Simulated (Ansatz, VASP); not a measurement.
**Two plane-wave programs on HfO2**

The input INCAR:

```
SYSTEM = HfO2
PREC = Accurate
ENCUT = 600
EDIFF = 1E-6
ISMEAR = 0
SIGMA = 0.02
LREAL = .FALSE.
LASPH = .TRUE.
NELM = 120
ALGO = Normal
ISIF = 2
LWAVE = .FALSE.
LCHARG = .TRUE.
GGA = PE
LELF = .TRUE.
LVHAR = .TRUE.
NBANDS = 18
GGA_COMPAT = .FALSE.
```

File KPOINTS:

```
Automatic mesh
0
G
  10 10 10
  0 0 0
```

File POSCAR:

```
HfO2
1.0
    0.0000000000      2.5575000000      2.5575000000
    2.5575000000      0.0000000000      2.5575000000
    2.5575000000      2.5575000000      0.0000000000
Hf O
1 2
Direct
    0.0000000000      0.0000000000      0.0000000000
    0.2500000000      0.2500000000      0.2500000000
    0.7500000000      0.7500000000      0.7500000000
```

Input for Ansatz:

```yaml
crystal:
  lattice:
    - [0.0, 2.5575, 2.5575]
    - [2.5575, 0.0, 2.5575]
    - [2.5575, 2.5575, 0.0]
  atoms:
    - { symbol: Hf, position: [0.0, 0.0, 0.0] }
    - { symbol: O, position: [0.25, 0.25, 0.25] }
    - { symbol: O, position: [0.75, 0.75, 0.75] }
basis:
  ecutwfc: 420
kpoints:
  mp_grid: { grid: [10, 10, 10] }
hamiltonian:
  xc: pbe
scf:
  occupations: { method: gaussian, width: 0.02 }
output:
  forces: true
  stress: true
  eigenvalues: true
```

Alike in both runs: task single point; functional PBE; k mesh 10 × 10 × 10; occupations gaussian, width 0.02 eV; no spin polarisation.

|  | VASP | Ansatz |
| --- | --- | --- |
| version | VASP 6.6.1 | Ansatz 0.2.0 |
| potentials or method | VASP PAW PBE potentials, release 64 (Hf_pv, O), cutoff 600 eV | scalar-relativistic, plane waves, PAW |
| valence electrons in the cell | 22 | 38 |

|  | VASP | Ansatz | Ansatz less VASP |
| --- | --- | --- | --- |
| gap on the k mesh at the Fermi level (eV) | 3.73 | 3.72 | -0.010 |
| least direct gap on the mesh (eV) | 3.73 | 3.72 | -0.010 |
| pressure (GPa) | -6.2 | -2.5 | +3.77 |

The functional is the same, so the differences come from potentials, cutoffs and numerics. VASP's potentials hold 22 valence electrons a cell and Ansatz's 38, so a difference there can come from the potentials and not from the codes.

Neither program's run includes spin-orbit coupling.
